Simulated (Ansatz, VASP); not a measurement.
# BeZn4O in VASP and in Ansatz

```xyz
6
Lattice="4.2362 0.0000 0.0000 -2.1181 3.6687 0.0000 0.0000 0.0000 5.2988" Properties=species:S:1:pos:R:3 pbc="T T T"
Be    0.0000    0.0000    0.0000
Zn    0.0000    2.4458    4.0231
Zn    0.0000    2.4458    1.2757
Zn    2.1181    1.2229    4.0231
Zn    2.1181    1.2229    1.2757
O     0.0000    0.0000    2.6494
```

Change from the starting cell: species swapped into the VCrB4 type (P6/mmm, No. 191).

Alike in both runs: functional PBE; k mesh 6 × 6 × 3; occupations gaussian, width 0.2 eV; no spin polarisation.

Ansatz relaxed the structure, and its values are those at the end. VASP's run is a single point on that final structure, the one shown.

```csv
,VASP,Ansatz
version,VASP 6.6.1,Ansatz 0.2.0
potentials or method,"VASP PAW PBE potentials, release 64 (Be, Zn, O), cutoff 600 eV","scalar-relativistic, plane waves, PAW"
valence electrons in the cell,56,56
```

```tsv
	VASP	Ansatz	Ansatz less VASP
gap on the k mesh at the Fermi level (eV)	none	none	-
pressure (GPa)	0.3	0.2	-0.15
rms of the force components (eV/Å)	0.015	0.015	+0.0003
```

A gap of «none» marks a metal or a gap that the smearing closes. The functional is the same, so the differences come from potentials, cutoffs and numerics.

The k mesh is coarse, so the values compare programs but aren't converged.
